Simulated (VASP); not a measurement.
# MgRe3 (Fm-3m) in VASP: settings compared

The runs below take MgRe3 through single point, with LDA, PBEsol, RPBE, PBE.

All numbers are computed with VASP 6.6.1; they aren't measurements. Logs are shortened: lines on timing, memory, paths and dates and some standing lists are left out, and cuts for length are marked.

## (1) The cell of the first run

It takes space group Fm-3m (No. 225, cubic). The conventional cell has a = 6.128 Å, b = 6.128 Å, c = 6.128 Å, α = 90.00°, β = 90.00°, γ = 90.00°. Within 3.5 Å of Mg (site symmetry m-3m) lie 14 Re at 2.65 to 3.06 Å. Within 3.5 Å of Re (site symmetry -43m) lie 4 Mg at 2.65 Å and 10 Re at 2.65 to 3.06 Å. Re (site symmetry m-3m) has 8 Re at 2.65 Å and 6 Mg at 3.06 Å within 3.5 Å.

## (2) Single point, LDA

INCAR

```
SYSTEM = MgRe3
ALGO = Normal
EDIFF = 1E-6
ENCUT = 520
GGA = CA
ISIF = 2
ISMEAR = -1
LASPH = .TRUE.
LCHARG = .TRUE.
LELF = .TRUE.
LREAL = .FALSE.
LVHAR = .TRUE.
LWAVE = .FALSE.
NBANDS = 20
NELM = 80
PREC = Accurate
SIGMA = 0.05
```

KPOINTS

```
k-points
0
G
  6 6 6
  0 0 0
```

POSCAR

```
MgRe3
1.0
    0.0000000000      3.0640823016      3.0640823016
    3.0640823016      0.0000000000      3.0640823016
    3.0640823016      3.0640823016      0.0000000000
Mg Re
1 3
Direct
    0.0000000000      0.0000000000      0.0000000000
    0.2500000000      0.2500000000      0.2500000000
    0.5000000000      0.5000000000      0.5000000000
    0.7500000000      0.7500000000      0.7500000000
```

Potentials or basis: VASP PAW LDA potentials, release 64 (Mg, Re).

The run is started by

```
$ cat potpaw_LDA.64/Mg/POTCAR potpaw_LDA.64/Re/POTCAR > POTCAR
$ mpirun -np 1 vasp_std > vasp.out
```

OUTCAR:

```text
SYSTEM = MgRe3
   EDIFF = 1E-6
   ENCUT = 520
   GGA = CA
   ISIF = 2
   ISMEAR = -1
   LASPH = .TRUE.
   LREAL = .FALSE.
   NELM = 80
   PREC = Accurate

 ion  position               nearest neighbor table
   1  0.000  0.000  0.000-   4 2.65   4 2.65   4 2.65   2 2.65   4 2.65   2 2.65   2 2.65   2 2.65
                             3 3.06   3 3.06   3 3.06   3 3.06   3 3.06   3 3.06
   2  0.250  0.250  0.250-   1 2.65   1 2.65   1 2.65   1 2.65   3 2.65   3 2.65   3 2.65   3 2.65
                             4 3.06   4 3.06   4 3.06   4 3.06   4 3.06   4 3.06
   3  0.500  0.500  0.500-   2 2.65   2 2.65   2 2.65   2 2.65   4 2.65   4 2.65   4 2.65   4 2.65
                             1 3.06   1 3.06   1 3.06   1 3.06   1 3.06   1 3.06
   4  0.750  0.750  0.750-   3 2.65   3 2.65   3 2.65   1 2.65   3 2.65   1 2.65   1 2.65   1 2.65
                             2 3.06   2 3.06   2 3.06   2 3.06   2 3.06   2 3.06

  LATTYP: Found a face centered cubic cell.
 ALAT       =     6.1281646032

  Lattice vectors:

 A1 = (   0.0000000000,   3.0640823016,   3.0640823016)
 A2 = (   3.0640823016,   0.0000000000,   3.0640823016)
 A3 = (   3.0640823016,   3.0640823016,   0.0000000000)

Analysis of symmetry for initial positions (statically):
=====================================================================
 Subroutine PRICEL returns:
 Original cell was already a primitive cell.

 Routine SETGRP: Setting up the symmetry group for a
 face centered cubic supercell.

 Subroutine GETGRP returns: Found 48 space group operations
 (whereof 48 operations were pure point group operations)
 out of a pool of 48 trial point group operations.

The static configuration has the point symmetry O_h .

Analysis of symmetry for dynamics (positions and initial velocities):
=====================================================================
 Subroutine PRICEL returns:
 Original cell was already a primitive cell.

 Routine SETGRP: Setting up the symmetry group for a
 face centered cubic supercell.

 Subroutine GETGRP returns: Found 48 space group operations
 (whereof 48 operations were pure point group operations)
 out of a pool of 48 trial point group operations.

The dynamic configuration has the point symmetry O_h .

 Subroutine INISYM returns: Found 48 space group operations
 (whereof 48 operations are pure point group operations),
 and found     1 'primitive' translations

----------------------------------------------------------------------------------------

[... 86 lines left out ...]
   NELM   =     80;   NELMIN=  2; NELMDL= -5     # of ELM steps
   EDIFF  = 0.1E-05   stopping-criterion for ELM
   LREAL  =      F    real-space projection
   EDIFFG = 0.1E-04   stopping-criterion for IOM
   NSW    =      0    number of steps for IOM
   IBRION =     -1    ionic relax: 0-MD 1-quasi-New 2-CG
   NFREE  =      0    steps in history (QN), initial steepest desc. (CG)
   ISIF   =      2    stress and relaxation
   ISYM   =      2    0-nonsym 1-usesym 2-fastsym
   POTIM  = 0.5000    time-step for ionic-motion
   TEBEG  =    0.0;   TEEND  =   0.0 temperature during run
   PSTRESS=    0.0 pullay stress
   NELECT =      23.0000    total number of electrons
   NUPDOWN=      -1.0000    fix difference up-down
   EMIN   =  10.00;   EMAX   =-10.00  energy-range for DOS
   EFERMI =   0.00;   METHOD = LEGACY
   ISMEAR =    -1;   SIGMA  =   0.05  broadening in eV -4-tet -1-fermi 0-gaus
   EFERMI_NEDOS =   21; number of points for ismear=-14 and -15
   IALGO  =     38    algorithm
   IMIX   =      4    mixing-type and parameters
     AMIX     =   0.40;   BMIX     =  1.00
     AMIX_MAG =   1.60;   BMIX_MAG =  1.00
  volume/ion in A,a.u.               =      14.38        97.07
  Fermi-wavevector in a.u.,A,eV,Ry     =   1.205981  2.278973 19.788169  1.454389
  Thomas-Fermi vector in A             =   2.341661
   LORBIT       =      0    0 simple, 1 ext, 2 COOP (PROOUT), +10 PAW based schemes
   GGA     = CA    functional components
   LHFCALC =     F    Hartree Fock is set to
   AEXX    =    0.0000 exact exchange contribution
   IVDW    =     0    specifies the selected vdW correction
   LEPSILON=     F    determine dielectric tensor
   LRPA    =     F    only Hartree local field effects (RPA)
 non-spin polarized calculation
  energy-cutoff  :      520.00
  volume of cell :       57.53
 maximum number of plane-waves:      1572
   NGX = 17   NGY = 17   NGZ = 17

 number of electron      23.0000001 magnetization

 Free energy of the ion-electron system (eV)
  ---------------------------------------------------
  ext. energy  EPLUGINS =         0.00000000
  ---------------------------------------------------
  free energy    TOTEN  =       -42.15138599 eV

  energy without entropy =      -42.12825988  energy(sigma->0) =      -42.13982294

 E-fermi :   7.4044     XC(G=0): -13.1133

 val. band max:        7.3746110796   @ k =   0.5000   0.3333   0.0000
 cond. band min:       7.4225552456   @ k =  -0.3333   0.5000   0.1667
 fundamental gap:      0.0479441660
 Fermi energy:         7.4044070177

 k-point     1 :       0.0000    0.0000    0.0000
  band No.  band energies     occupation
      1      -2.3415      2.00000
      2       1.9595      2.00000
      3       1.9595      2.00000
      4       3.5070      2.00000
      5       3.5070      2.00000
      6       3.5070      2.00000
[... 357 lines left out ...]
     19      10.7390      0.00000
     20      16.1753      0.00000

------------------------ aborting loop because EDIFF is reached ----------------------------------------

  FORCE on cell =-STRESS in cart. coord.  units (eV):
  Direction    XX          YY          ZZ          XY          YZ          ZX
  --------------------------------------------------------------------------------------
  -------------------------------------------------------------------------------------
  Total        0.1477653      0.1477653      0.1477653     -0.0000000     -0.0000000     -0.0000000
  in kB        4.1148283      4.1148283      4.1148283     -0.0000000     -0.0000000     -0.0000000
  external PRESSURE =       4.1148283 kB  Pullay stress =       0.0000000 kB

 VOLUME and BASIS-vectors are now :
 -----------------------------------------------------------------------------
  energy-cutoff  :      520.00
  volume of cell :       57.53
      direct lattice vectors                 reciprocal lattice vectors
     0.000000000  3.064082302  3.064082302    -0.163180995  0.163180995  0.163180995
     3.064082302  0.000000000  3.064082302     0.163180995 -0.163180995  0.163180995
     3.064082302  3.064082302  0.000000000     0.163180995  0.163180995 -0.163180995

 POSITION                                       TOTAL-FORCE (eV/Angst)
 -----------------------------------------------------------------------------------
      0.00000      0.00000      0.00000        -0.000000     -0.000000     -0.000000
      1.53204      1.53204      1.53204         0.000000      0.000000     -0.000000
      3.06408      3.06408      3.06408        -0.000000     -0.000000     -0.000000
      4.59612      4.59612      4.59612        -0.000000     -0.000000      0.000000
 -----------------------------------------------------------------------------------
    total drift:                               -0.000000      0.000000      0.000000

  FREE ENERGIE OF THE ION-ELECTRON SYSTEM (eV)
  ---------------------------------------------------
  free  energy   TOTEN  =       -42.1513859886 eV

  energy  without entropy=      -42.1282598839  energy(sigma->0) =      -42.13982294
```

stdout:

```text
POSCAR found type information on POSCAR MgRe
 POSCAR found :  2 types and       4 ions
 scaLAPACK will be used
 LDA part: xc-table for (Slater(with rela. corr.)+CA(PZ))
 , standard interpolation
 POSCAR, INCAR and KPOINTS ok, starting setup
 FFT: planning ... GRIDC
 FFT: planning ... GRID_SOFT
 FFT: planning ... GRID
 WAVECAR not read
 entering main loop
```

It took 20 s on 1 thread of Intel Xeon 8259CL, shared host; peak memory 0.16 GiB.

What came out:

```
Free energy            : -42.1514 eV
Pressure               : 0.4 GPa
Band gap on the k mesh : zero (an odd number of electrons rules out a gap without spin polarisation)
```

Caveat: spin-orbit coupling is left out, which moves the levels of the heavy elements.

## (3) Single point, PBEsol

This run uses another cell than the first one, of 14.65 Å³/atom.

INCAR

```
PREC = Accurate
ENCUT = 520
EDIFF = 1E-6
ISMEAR = -1
SIGMA = 0.05
LREAL = F
LASPH = T
NELM = 100
ALGO = Normal
ISIF = 2
LWAVE = F
LCHARG = T
GGA = PS
LELF = T
LVHAR = T
NBANDS = 20
```

KPOINTS

```
Automatic mesh
0
Gamma
  6 6 6
```

POSCAR

```
MgRe3
1.0
    0.0000000000      3.0830773488      3.0830773488
    3.0830773488      0.0000000000      3.0830773488
    3.0830773488      3.0830773488      0.0000000000
Mg Re
1 3
Direct
    0.0000000000      0.0000000000      0.0000000000
    0.2500000000      0.2500000000      0.2500000000
    0.5000000000      0.5000000000      0.5000000000
    0.7500000000      0.7500000000      0.7500000000
```

Potentials or basis: VASP PAW PBE potentials, release 64 (Mg, Re).

The run is started by

```
$ cat potpaw_PBE.64/Mg/POTCAR potpaw_PBE.64/Re/POTCAR > POTCAR
$ mpirun -np 1 vasp_std > vasp.out
```

Wall time 29 s (1 thread of Intel Xeon 8259CL, shared host); peak memory 0.18 GiB.

The run converged. Its results:

| Property | Result |
| --- | --- |
| Free energy | -40.6631 eV |
| Pressure | -0.2 GPa |
| Band gap on the k mesh | zero (an odd number of electrons rules out a gap without spin polarisation) |

Levels at points of the mesh, in eV from the Fermi level:
| k point | band 8 | band 9 | band 10 | band 11 | band 12 | band 13 | band 14 | band 15 | band 16 | band 17 |
| --- | --- | --- | --- | --- | --- | --- | --- | --- | --- | --- |
| (0.00, 0.00, 0.00) | -2.99 | -2.99 | 1.22 | 1.22 | 1.22 | 1.54 | 1.54 | 2.57 | 2.57 | 6.38 |
| (0.50, 0.00, 0.00) | -2.28 | -2.28 | -1.38 | -1.18 | -1.18 | 1.41 | 1.41 | 1.91 | 1.91 | 2.83 |
| (0.50, 0.50, 0.00) | -1.76 | -1.23 | -1.23 | 0.17 | 0.17 | 0.90 | 1.12 | 1.75 | 2.31 | 2.31 |

Caveat: the PAW data sets were made with another functional, which shifts forces and pressure a little; spin-orbit coupling is left out, which moves the levels of the heavy elements.

## (4) Single point, RPBE

This run uses another cell than the first one, of 15.28 Å³/atom.

INCAR

```
ALGO = Normal
EDIFF = 1E-6
ENCUT = 520
GGA = RP
ISIF = 2
ISMEAR = -1
LASPH = T
LCHARG = T
LELF = T
LREAL = F
LVHAR = T
LWAVE = F
NBANDS = 20
NELM = 100
PREC = Accurate
SIGMA = 0.05
```

KPOINTS

```
k-points
0
Gamma
  6 6 6
```

POSCAR

```
MgRe3
1.0
    0.0000000000      3.1262964312      3.1262964312
    3.1262964312      0.0000000000      3.1262964312
    3.1262964312      3.1262964312      0.0000000000
Mg Re
1 3
Direct
    0.0000000000      0.0000000000      0.0000000000
    0.2500000000      0.2500000000      0.2500000000
    0.5000000000      0.5000000000      0.5000000000
    0.7500000000      0.7500000000      0.7500000000
```

Potentials or basis: VASP PAW PBE potentials, release 64 (Mg, Re).

The run is started by

```
$ cat potpaw_PBE.64/Mg/POTCAR potpaw_PBE.64/Re/POTCAR > POTCAR
$ mpirun -np 1 vasp_std > vasp.out
```

OUTCAR:

```text
EDIFF = 1E-6
   ENCUT = 520
   GGA = RP
   ISIF = 2
   ISMEAR = -1
   LASPH = T
   LREAL = F
   NELM = 100
   PREC = Accurate

 ion  position               nearest neighbor table
   1  0.000  0.000  0.000-   4 2.71   4 2.71   4 2.71   2 2.71   4 2.71   2 2.71   2 2.71   2 2.71
                             3 3.13   3 3.13   3 3.13   3 3.13   3 3.13   3 3.13
   2  0.250  0.250  0.250-   1 2.71   1 2.71   1 2.71   1 2.71   3 2.71   3 2.71   3 2.71   3 2.71
                             4 3.13   4 3.13   4 3.13   4 3.13   4 3.13   4 3.13
   3  0.500  0.500  0.500-   2 2.71   2 2.71   2 2.71   2 2.71   4 2.71   4 2.71   4 2.71   4 2.71
                             1 3.13   1 3.13   1 3.13   1 3.13   1 3.13   1 3.13
   4  0.750  0.750  0.750-   3 2.71   3 2.71   3 2.71   1 2.71   3 2.71   1 2.71   1 2.71   1 2.71
                             2 3.13   2 3.13   2 3.13   2 3.13   2 3.13   2 3.13

  LATTYP: Found a face centered cubic cell.
 ALAT       =     6.2525928624

  Lattice vectors:

 A1 = (   0.0000000000,   3.1262964312,   3.1262964312)
 A2 = (   3.1262964312,   0.0000000000,   3.1262964312)
 A3 = (   3.1262964312,   3.1262964312,   0.0000000000)

Analysis of symmetry for initial positions (statically):
[... 168 lines left out ...]
 E-fermi :   6.9214     XC(G=0): -12.5874

 val. band max:        6.9047849938   @ k =   0.5000   0.3333   0.0000
 cond. band min:       6.9450093935   @ k =  -0.3333   0.5000   0.1667
 fundamental gap:      0.0402243997
 Fermi energy:         6.9214213414

 k-point     1 :       0.0000    0.0000    0.0000
  band No.  band energies     occupation
      1      -2.4927      2.00000
      2       1.9218      2.00000
      3       1.9218      2.00000
      4       3.2507      2.00000
      5       3.2507      2.00000
      6       3.2507      2.00000
[... 357 lines left out ...]
     19       9.9286      0.00000
     20      15.0984      0.00000

------------------------ aborting loop because EDIFF is reached ----------------------------------------

  FORCE on cell =-STRESS in cart. coord.  units (eV):
  Direction    XX          YY          ZZ          XY          YZ          ZX
  --------------------------------------------------------------------------------------
  -------------------------------------------------------------------------------------
  Total       -0.2764001     -0.2764001     -0.2764001      0.0000000     -0.0000000      0.0000000
  in kB       -7.2464998     -7.2464998     -7.2464998      0.0000000     -0.0000000      0.0000000
  external PRESSURE =      -7.2464998 kB  Pullay stress =       0.0000000 kB

 VOLUME and BASIS-vectors are now :
 -----------------------------------------------------------------------------
  energy-cutoff  :      520.00
  volume of cell :       61.11
      direct lattice vectors                 reciprocal lattice vectors
     0.000000000  3.126296431  3.126296431    -0.159933650  0.159933650  0.159933650
     3.126296431  0.000000000  3.126296431     0.159933650 -0.159933650  0.159933650
     3.126296431  3.126296431  0.000000000     0.159933650  0.159933650 -0.159933650

 POSITION                                       TOTAL-FORCE (eV/Angst)
 -----------------------------------------------------------------------------------
      0.00000      0.00000      0.00000        -0.000000     -0.000000     -0.000000
      1.56315      1.56315      1.56315         0.000000      0.000000      0.000000
      3.12630      3.12630      3.12630        -0.000000     -0.000000     -0.000000
      4.68944      4.68944      4.68944        -0.000000     -0.000000     -0.000000
 -----------------------------------------------------------------------------------
    total drift:                                0.000000      0.000000      0.000000

  FREE ENERGIE OF THE ION-ELECTRON SYSTEM (eV)
  ---------------------------------------------------
  free  energy   TOTEN  =       -35.7243934612 eV

  energy  without entropy=      -35.6987654475  energy(sigma->0) =      -35.71157945
```

OSZICAR:

```text
N       E                     dE             d eps       ncg     rms          rms(c)
DAV:   1     0.831500411860E+02    0.83150E+02   -0.10076E+04  1280   0.129E+03
DAV:   2    -0.290877458196E+02   -0.11224E+03   -0.10372E+03  1232   0.422E+02
DAV:   3    -0.376078412248E+02   -0.85201E+01   -0.75589E+01  1152   0.145E+02
DAV:   4    -0.381504961252E+02   -0.54265E+00   -0.51913E+00  1076   0.306E+01
DAV:   5    -0.381714988512E+02   -0.21003E-01   -0.20775E-01  1096   0.767E+00    0.409E+01
DAV:   6    -0.363157703487E+02    0.18557E+01   -0.37768E+00  1208   0.420E+01    0.140E+01
DAV:   7    -0.362516405239E+02    0.64130E-01   -0.31196E+00  1256   0.440E+01    0.794E+00
DAV:   8    -0.357493647784E+02    0.50228E+00   -0.10014E+00  1248   0.258E+01    0.889E-01
DAV:   9    -0.357246030785E+02    0.24762E-01   -0.11261E-01  1064   0.231E+00    0.329E-01
DAV:  10    -0.357243414821E+02    0.26160E-03   -0.32088E-03  1088   0.122E+00    0.154E-01
DAV:  11    -0.357243887529E+02   -0.47271E-04   -0.26577E-04  1200   0.236E-01    0.207E-02
DAV:  12    -0.357243950681E+02   -0.63152E-05   -0.12236E-05  1016   0.327E-02    0.193E-02
DAV:  13    -0.357243934205E+02    0.16475E-05   -0.61034E-07   536   0.288E-02    0.288E-03
DAV:  14    -0.357243934612E+02   -0.40677E-07   -0.18421E-07   512   0.115E-02
   1 F= -.35724393E+02 E0= -.35711579E+02  d E =-.256280E-01
```

Run time: 43 s. Hardware: 1 thread of Intel Xeon 8259CL, shared host; peak memory 0.21 GiB.

What came out:

```
Free energy            : -35.7244 eV
Pressure               : -0.7 GPa
Band gap on the k mesh : zero (an odd number of electrons rules out a gap without spin polarisation)
```

Caveat: the PAW data sets were made with another functional, which shifts forces and pressure a little; spin-orbit coupling is left out, which moves the levels of the heavy elements.

## (5) Single point, PBE

This run uses another cell than the first one, of 15.07 Å³/atom.

INCAR

```
SYSTEM = MgRe3
  ALGO = Normal
  EDIFF = 1E-7
  ENCUT = 520
  GGA = PE
  ISIF = 2
  ISMEAR = -1
  LASPH = .True.
  LCHARG = .True.
  LELF = .True.
  LREAL = .False.
  LVHAR = .True.
  LWAVE = .False.
  NBANDS = 20
  NELM = 100
  PREC = Accurate
  SIGMA = 0.05
```

KPOINTS

```
k-points
0
Gamma
  6 6 6
  0 0 0
```

POSCAR

```
MgRe3
1.0
    0.0000000000      3.1117554803      3.1117554803
    3.1117554803      0.0000000000      3.1117554803
    3.1117554803      3.1117554803      0.0000000000
Mg Re
1 3
Direct
    0.0000000000      0.0000000000      0.0000000000
    0.2500000000      0.2500000000      0.2500000000
    0.5000000000      0.5000000000      0.5000000000
    0.7500000000      0.7500000000      0.7500000000
```

The run is started by

```
$ cat potpaw_PBE.64/Mg/POTCAR potpaw_PBE.64/Re/POTCAR > POTCAR
$ mpirun -np 1 vasp_std > vasp.out
```

Run time: 45 s. Hardware: 1 thread of Intel Xeon 8259CL, shared host; peak memory 0.21 GiB.

It converged, with:

| Quantity | Value |
| --- | --- |
| Free energy | -37.7447 eV |
| Pressure | -0.6 GPa |
| Band gap on the k mesh | zero (an odd number of electrons rules out a gap without spin polarisation) |

Levels at points of the mesh, in eV from the Fermi level:
| k point | band 9 | band 10 | band 11 | band 12 | band 13 | band 14 | band 15 | band 16 |
| --- | --- | --- | --- | --- | --- | --- | --- | --- |
| (0.00, 0.00, 0.00) | -2.91 | 1.17 | 1.17 | 1.17 | 1.47 | 1.47 | 2.46 | 2.46 |
| (0.50, 0.00, 0.00) | -2.21 | -1.34 | -1.13 | -1.13 | 1.35 | 1.35 | 1.83 | 1.83 |
| (0.50, 0.50, 0.00) | -1.18 | -1.18 | 0.12 | 0.12 | 0.85 | 1.07 | 1.67 | 2.21 |

Caveat: spin-orbit coupling is left out, which moves the levels of the heavy elements.

## (6) The runs side by side

| level | potentials or basis | cell | gap on the mesh (eV) | pressure (GPa) |
| --- | --- | --- | --- | --- |
| LDA | VASP PAW LDA potentials, release 64 (Mg, Re) | a = 4.333 Å, angles 60.0°, 4 atoms | none | 0.4 |
| PBEsol | VASP PAW PBE potentials, release 64 (Mg, Re) | a = 4.360 Å, angles 60.0°, 4 atoms | none | -0.2 |
| RPBE | VASP PAW PBE potentials, release 64 (Mg, Re) | a = 4.421 Å, angles 60.0°, 4 atoms | none | -0.7 |
| PBE | VASP PAW PBE potentials, release 64 (Mg, Re) | a = 4.401 Å, angles 60.0°, 4 atoms | none | -0.6 |

Alike in all rows: task single point; no spin polarisation; k mesh 6 × 6 × 6; cutoff (eV) 520; smearing fermi-dirac 0.05 eV.

Caveats: spin-orbit coupling is left out, which moves the levels of the heavy elements; the PAW data sets were made with another functional, which shifts forces and pressure a little (at least some runs).

Total energies depend on the potentials used, so only differences within one code and one set of settings carry meaning.
